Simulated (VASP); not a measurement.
Write the native input for VASP 6.6.1 that does the following.

```yaml
Task: single point
Functional: PBEsol
Potentials_or_basis: VASP PAW PBE potentials, release 64 (Ti_sv, N)
Cutoff: 520 eV
k_mesh: 20 × 20 × 20
Occupations: gaussian, width 0.15 eV
Spin: collinear spin
Starting_moments: "[0.875, 0.0] μB"
Fixed_moment: 0.875 μB
Dipole_correction: no
Further_INCAR_settings: ALGO = Normal; EDIFF = 1e-06; NBANDS = 20
```

The structure of TiN lies in POSCAR:

```
TiN
1.0
    0.0000000000      2.1565869739      2.1565869739
    2.1565869739      0.0000000000      2.1565869739
    2.1565869739      2.1565869739      0.0000000000
Ti N
1 1
Direct
    0.0000000000      0.0000000000      0.0000000000
    0.5000000000      0.5000000000      0.5000000000
```

The input as run:

INCAR

```
PREC = Accurate ; ENCUT = 520
EDIFF = 1E-6 ; ISMEAR = 0
SIGMA = 0.15 ; LREAL = F
LASPH = T ; NELM = 150
ALGO = Normal ; ISIF = 2
LWAVE = F ; LCHARG = F
ISPIN = 2 ; MAGMOM = 0.875 0
LORBIT = 11 ; NUPDOWN = 0.875
LMAXMIX = 4 ; GGA = PS
NBANDS = 20
```

KPOINTS

```
Automatic mesh
0
Gamma
  20 20 20
```

Potentials or basis: VASP PAW PBE potentials, release 64 (Ti_sv, N).

Launch:

```sh
$ cat potpaw_PBE.64/Ti_sv/POTCAR potpaw_PBE.64/N/POTCAR > POTCAR
$ mpirun -np 1 vasp_std > vasp.out
```

It gave:

* Pressure: -13.5 GPa
* Net moment: 0.88 μB per cell
* Site moments: Ti +0.67; N +0.04 μB
* Valence electrons inside the program's atomic spheres: Ti 10.32; N 3.70

Caveat: the cell stands under tension; the PAW data sets were made with another functional, which shifts forces and pressure a little; the total moment is fixed, so each spin has its own Fermi level and the state may be an excited one.

Wall time 110 s on 1 thread of Intel(R) Xeon(R) Platinum 8259CL CPU @ 2.50GHz (Skylake/Cascade Lake), with other jobs on the host, peak memory 0.27 GiB.
